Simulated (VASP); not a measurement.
# Sb (P2_1/m) in VASP: a series of runs, part 3 of 3

VASP 6.6.1.

## (6) Single point, LDA

This run uses another cell than the first one, of 30.58 Å³/atom, 0.923 times its volume.

INCAR reads:

```
PREC = Accurate ; ENCUT = 520
EDIFF = 1E-7 ; ISMEAR = -1
SIGMA = 0.05 ; LREAL = F
LASPH = T ; NELM = 80
ALGO = Normal ; ISIF = 2
LWAVE = F ; LCHARG = T
GGA = CA ; LELF = T
LVHAR = T ; NBANDS = 18
```

KPOINTS reads:

```
Automatic mesh
0
Gamma
  6 6 4
```

POSCAR reads:

```
Sb
1.0
    4.4665073636      0.0000000000      0.0000000000
    0.0000000000      4.3613480807      0.0000000000
   -1.3026719609      0.0000000000      6.2783327531
Sb
4
Direct
    0.3399300000      0.2500000000      0.6836700000
    0.9366380000      0.7500000000      0.7627580000
    0.0633620000      0.2500000000      0.2372420000
    0.6600700000      0.7500000000      0.3163300000
```

Potentials or basis: VASP PAW LDA potentials, release 64 (Sb).

On the command line:

```
$ cat potpaw_LDA.64/Sb/POTCAR > POTCAR
$ mpirun -np 1 vasp_std > vasp.out
```

OUTCAR:

```text
PREC = Accurate
   ENCUT = 520
   EDIFF = 1E-7
   ISMEAR = -1
   LREAL = F
   LASPH = T
   NELM = 80
   ISIF = 2
   GGA = CA

 ion  position               nearest neighbor table
   1  0.340  0.250  0.684-   3 2.88   2 2.94   2 2.94   2 3.40   2 3.40   4 3.70   4 3.70
   2  0.937  0.750  0.763-   4 2.88   1 2.94   1 2.94   1 3.40   1 3.40   3 3.69   3 3.69
   3  0.063  0.250  0.237-   1 2.88   4 2.94   4 2.94   4 3.40   4 3.40   2 3.69   2 3.69
   4  0.660  0.750  0.316-   2 2.88   3 2.94   3 2.94   3 3.40   3 3.40   1 3.70   1 3.70

  LATTYP: Found a simple monoclinic cell.
 ALAT       =     4.4665073636
 B/A-ratio  =     0.9764560373
 C/A-ratio  =     1.4355853266
 COS(beta)  =    -0.2031599047

  Lattice vectors:

 A1 = (   4.4665073636,   0.0000000000,   0.0000000000)
 A2 = (   0.0000000000,   4.3613480807,   0.0000000000)
 A3 = (  -1.3026719609,   0.0000000000,   6.2783327531)

Analysis of symmetry for initial positions (statically):
=====================================================================
 Subroutine PRICEL returns:
 Original cell was already a primitive cell.

[... 178 lines left out ...]
 cond. band min:       6.7999183957   @ k =   0.0000   0.3333   0.5000
 fundamental gap:      0.1318926518
 Fermi energy:         6.7905039314

 k-point     1 :       0.0000    0.0000    0.0000
  band No.  band energies     occupation
      1      -5.7724      2.00000
      2      -3.2113      2.00000
      3      -0.5888      2.00000
      4       0.3174      2.00000
      5       2.4551      2.00000
      6       3.1911      2.00000
[... 481 lines left out ...]
      5       2.8240      2.00000
      6       3.2285      2.00000
[... 10 lines left out ...]
     17      11.4978      0.00000
     18      12.2401      0.00000

 [... further k-points ...]

------------------------ aborting loop because EDIFF is reached ----------------------------------------

  FORCE on cell =-STRESS in cart. coord.  units (eV):
  Direction    XX          YY          ZZ          XY          YZ          ZX
  --------------------------------------------------------------------------------------
  -------------------------------------------------------------------------------------
  Total       -1.0592893     -1.2552996     -0.5989927      0.0000000      0.0000000      0.3422814
  in kB      -13.8768859    -16.4446575     -7.8469151      0.0000000      0.0000000      4.4839496
  external PRESSURE =     -12.7228195 kB  Pullay stress =       0.0000000 kB

 VOLUME and BASIS-vectors are now :
 -----------------------------------------------------------------------------
  energy-cutoff  :      520.00
  volume of cell :      122.30
      direct lattice vectors                 reciprocal lattice vectors
     4.466507364  0.000000000  0.000000000     0.223888582  0.000000000  0.046453954
     0.000000000  4.361348081  0.000000000     0.000000000  0.229286904  0.000000000
    -1.302671961  0.000000000  6.278332753     0.000000000  0.000000000  0.159277955

 POSITION                                       TOTAL-FORCE (eV/Angst)
 -----------------------------------------------------------------------------------
      0.62770      1.09034      4.29231         0.073878     -0.000000      0.186378
      3.18988      3.27101      4.78885         0.029004      0.000000      0.120379
     -0.02604      1.09034      1.48948        -0.029004      0.000000     -0.120379
      2.53613      3.27101      1.98602        -0.073878      0.000000     -0.186378
 -----------------------------------------------------------------------------------
    total drift:                                0.000000      0.000000     -0.000000

  FREE ENERGIE OF THE ION-ELECTRON SYSTEM (eV)
  ---------------------------------------------------
  free  energy   TOTEN  =       -18.7404031094 eV

  energy  without entropy=      -18.7317521434  energy(sigma->0) =      -18.73607763
```

OSZICAR:

```text
N       E                     dE             d eps       ncg     rms          rms(c)
DAV:   1     0.904241938245E+02    0.90424E+02   -0.67221E+03  2016   0.881E+02
DAV:   2    -0.125180073455E+02   -0.10294E+03   -0.99840E+02  2616   0.148E+02
DAV:   3    -0.187398225096E+02   -0.62218E+01   -0.61530E+01  2608   0.416E+01
DAV:   4    -0.188066174696E+02   -0.66795E-01   -0.66722E-01  2282   0.490E+00
DAV:   5    -0.188076734452E+02   -0.10560E-02   -0.10559E-02  2514   0.693E-01    0.432E+00
DAV:   6    -0.187631359193E+02    0.44538E-01   -0.18530E-02  2196   0.594E-01    0.255E+00
DAV:   7    -0.187404515792E+02    0.22684E-01   -0.25929E-02  2160   0.734E-01    0.119E-01
DAV:   8    -0.187404090609E+02    0.42518E-04   -0.11088E-03  2254   0.186E-01    0.730E-02
DAV:   9    -0.187404013653E+02    0.76956E-05   -0.13295E-04  2308   0.573E-02    0.179E-02
DAV:  10    -0.187404028804E+02   -0.15152E-05   -0.67654E-06  2306   0.139E-02    0.702E-03
DAV:  11    -0.187404031064E+02   -0.22595E-06   -0.73828E-07  2322   0.466E-03    0.120E-03
DAV:  12    -0.187404031094E+02   -0.30280E-08   -0.94996E-08  1190   0.158E-03
   1 F= -.18740403E+02 E0= -.18736078E+02  d E =-.865097E-02
```

stdout:

```text
POSCAR found type information on POSCAR Sb
 POSCAR found :  1 types and       4 ions
 scaLAPACK will be used
 LDA part: xc-table for (Slater(with rela. corr.)+CA(PZ))
 , standard interpolation
 POSCAR, INCAR and KPOINTS ok, starting setup
 FFT: planning ... GRIDC
 FFT: planning ... GRID_SOFT
 FFT: planning ... GRID
 WAVECAR not read
 entering main loop
```

Run time: 28 s. Hardware: 1 thread of Intel Xeon 6975P-C (Granite Rapids), shared host; peak memory 0.23 GiB.

What came out:

- Free energy: -18.7404 eV
- Pressure: -1.3 GPa
- Largest force: 0.200 eV/Å
- Band gap on the k mesh: zero (band 10 reaches 7.02 eV, above the bottom of band 11 at 6.38 eV)

Forces in eV/Å, atoms in the order of the input:
```
Sb   0.074  0.000  0.186
Sb   0.029  0.000  0.120
Sb  -0.029  0.000 -0.120
Sb  -0.074  0.000 -0.186
```

Levels at points of the mesh, in eV from the Fermi level:
```csv
k point,band 6,band 7,band 8,band 9,band 10,band 11,band 12,band 13,band 14,band 15
"(0.00, 0.00, 0.00)",-3.60,-2.89,-2.24,-1.44,-0.12,1.97,2.71,3.00,3.10,3.13
"(0.50, 0.00, 0.00)",-2.45,-2.21,-1.15,-0.96,-0.71,0.25,1.15,1.39,1.46,1.92
"(0.00, 0.50, 0.00)",-3.78,-1.46,-1.46,-1.17,-1.17,0.42,0.42,1.31,1.31,3.85
"(0.50, 0.50, 0.00)",-5.08,-3.67,-3.67,-2.39,-2.39,0.76,0.76,5.16,5.16,5.48
"(0.00, 0.00, 0.50)",-3.18,-2.55,-2.23,-1.81,-1.68,0.63,1.82,2.16,3.05,3.88
"(0.50, 0.00, 0.50)",-2.26,-1.87,-1.08,-0.92,-0.69,-0.41,0.78,1.09,1.23,1.66
"(0.00, 0.50, 0.50)",-2.07,-1.65,-1.65,-0.91,-0.91,0.12,0.12,0.92,0.92,2.22
"(0.50, 0.50, 0.50)",-5.36,-4.01,-4.01,-1.32,-1.32,1.94,1.94,3.59,3.59,4.76
```

Caveat: spin-orbit coupling is left out, which moves the levels of the heavy elements.

## (7) The runs side by side

```tsv
level	potentials or basis	cell	gap on the mesh (eV)	pressure (GPa)	largest force (eV/Å)
PBEsol	VASP PAW PBE potentials, release 64 (Sb)	a = 4.587, b = 4.479, c = 6.585 Å, angles 90.0, 101.7, 90.0°, 4 atoms	none	-3.8	0.31
PBEsol	VASP PAW PBE potentials, release 64 (Sb)	a = 4.528, b = 4.421, c = 6.500 Å, angles 90.0, 101.7, 90.0°, 4 atoms	none	-2.2	0.11
LDA	VASP PAW LDA potentials, release 64 (Sb)	a = 4.617, b = 4.508, c = 6.627 Å, angles 90.0, 101.7, 90.0°, 4 atoms	none	-5.4	0.49
LDA	VASP PAW LDA potentials, release 64 (Sb)	a = 4.435, b = 4.331, c = 6.367 Å, angles 90.0, 101.7, 90.0°, 4 atoms	none	-0.1	0.33
LDA	VASP PAW LDA potentials, release 64 (Sb)	a = 4.467, b = 4.361, c = 6.412 Å, angles 90.0, 101.7, 90.0°, 4 atoms	none	-1.3	0.20
```

Alike in all rows: task single point; no spin polarisation; k mesh 6 × 6 × 4; cutoff (eV) 520; smearing fermi-dirac 0.05 eV.

Caveats: spin-orbit coupling is left out, which moves the levels of the heavy elements; the PAW data sets were made with another functional, which shifts forces and pressure a little (some runs).

Absolute energies hang on the potentials; compare differences alone.
